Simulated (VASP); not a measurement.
Wanted: the native input for a VASP 6.6.1 run.

```yaml
Task: G0W0 quasiparticle levels
Functional: PBE
Potentials_or_basis: VASP PAW PBE potentials, release 64 (C_GW)
Cutoff: 500 eV
k_mesh: 2 × 2 × 2
Occupations: gaussian, width 0.01 eV
Spin: no spin polarisation
Dipole_correction: no
GW_scheme: G0W0
GW_iterations: 1
Cutoff_of_the_response_function: 200
Frequency_points: 48
Empty_bands: 593
Further_INCAR_settings: ALGO = EVGW0; EDIFF = 1e-08; NBANDS = 597
```

C:

```xyz
2
Lattice="0.0000 1.7835 1.7835 1.7835 0.0000 1.7835 1.7835 1.7835 0.0000" Properties=species:S:1:pos:R:3 pbc="T T T"
C     0.0000    0.0000    0.0000
C     0.8918    0.8918    0.8918
```

The input as run:

POSCAR

```
C
1.0
    0.0000000000      1.7835000000      1.7835000000
    1.7835000000      0.0000000000      1.7835000000
    1.7835000000      1.7835000000      0.0000000000
C
2
Direct
    0.0000000000      0.0000000000      0.0000000000
    0.2500000000      0.2500000000      0.2500000000
```

INCAR.step1

```
PREC = Accurate
ENCUT = 500
EDIFF = 1E-8
ISMEAR = 0
SIGMA = 0.01
LREAL = F
LASPH = T
NELM = 100
ALGO = Normal
LWAVE = T
LCHARG = F
GGA = PE
```

INCAR.step2

```
PREC = Accurate
ENCUT = 500
EDIFF = 1E-8
ISMEAR = 0
SIGMA = 0.01
LREAL = F
LASPH = T
NELM = 1
ALGO = Exact
LWAVE = T
LCHARG = F
GGA = PE
NBANDS = 597
LOPTICS = T
ISTART = 1
```

INCAR.step3

```
PREC = Accurate
ENCUT = 500
EDIFF = 1E-8
ISMEAR = 0
SIGMA = 0.01
LREAL = F
LASPH = T
ALGO = EVGW0
LWAVE = F
LCHARG = F
GGA = PE
NELMGW = 1
NBANDS = 597
ENCUTGW = 200
NOMEGA = 48
PRECFOCK = Fast
ISTART = 1
NBANDSGW = 12
```

KPOINTS

```
regular mesh
0
Gamma
  2 2 2
```

Potentials or basis: VASP PAW PBE potentials, release 64 (C_GW).

Command:

```bash
$ cat potpaw_PBE.64/C_GW/POTCAR > POTCAR
$ cp INCAR.step1 INCAR
$ mpirun -np 1 vasp_std > vasp.out
$ cp INCAR.step2 INCAR
$ mpirun -np 1 vasp_std > vasp.out
$ cp INCAR.step3 INCAR
$ mpirun -np 1 vasp_std > vasp.out
```

It gave:

```
Quasiparticle gap                                   : 5.38 eV
Least direct quasiparticle gap                      : 7.01 eV
Band gap of the starting levels on the mesh         : 4.56 eV
Least direct gap of the starting levels on the mesh : 5.50 eV
```

Caveat: the k points lie up to 1.53 Å⁻¹ apart, too coarse for converged energies, forces and pressures; bands, screening cutoff and mesh are small and nothing is extrapolated, so the quasiparticle values aren't converged.

Wall time 7.4 s on 1 thread of AMD EPYC 9R45 (Zen 5), on a shared host, peak memory 0.13 GiB.
